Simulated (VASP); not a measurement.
Write the native input for VASP 6.6.1 that does the following.

```yaml
Task: single point
Functional: LDA
Potentials_or_basis: VASP PAW LDA potentials, release 64 (Ba_sv, Ti_sv, O)
Cutoff: 600 eV
k_mesh: 9 × 9 × 9
Occupations: gaussian, width 0.02 eV
Spin: no spin polarisation
Dipole_correction: no
Further_INCAR_settings: ALGO = Normal; EDIFF = 1e-06; NBANDS = 28
```

The structure of BaTiO3 (x) lies in POSCAR:

```
BaTiO3
1.0
    2.8482561221      1.6444414388      2.3355603300
   -2.8482561221      1.6444414388      2.3355603300
    0.0000000000     -3.2888828776      2.3355603300
Ba Ti O
1 1 3
Direct
    0.0039675820      0.0039675820      0.0039675820
    0.5170402589      0.5170402589      0.5170402589
    0.4870462501      0.9760006589      0.4870462501
    0.4870462501      0.4870462501      0.9760006589
    0.9760006589      0.4870462501      0.4870462501
```

These files were run (other wordings do the same):

INCAR

```
PREC = Accurate
ENCUT = 600
EDIFF = 1E-6
ISMEAR = 0
SIGMA = 0.02
LREAL = False
LASPH = True
NELM = 120
ALGO = Normal
ISIF = 2
LWAVE = False
LCHARG = True
GGA = CA
LELF = True
LVHAR = True
NBANDS = 28
GGA_COMPAT = False
```

KPOINTS

```
Automatic mesh
0
Gamma
  9 9 9
```

Potentials or basis: VASP PAW LDA potentials, release 64 (Ba_sv, Ti_sv, O).

The run is started by

```console
$ cat potpaw_LDA.64/Ba_sv/POTCAR potpaw_LDA.64/Ti_sv/POTCAR potpaw_LDA.64/O/POTCAR > POTCAR
$ mpirun -np 1 vasp_std > vasp.out
```

Results of the run:

| Quantity | Value |
| --- | --- |
| Pressure | -5.8 GPa |
| Largest force | 0.129 eV/Å |
| Band gap on the k mesh | 2.57 eV, indirect (least direct gap 3.01 eV) |

Caveat: spin-orbit coupling is left out, which moves the levels of the heavy elements.

Wall time 4.3 min on 1 thread of Intel Xeon 8259CL, with other jobs on the host, peak memory 0.3 GiB.
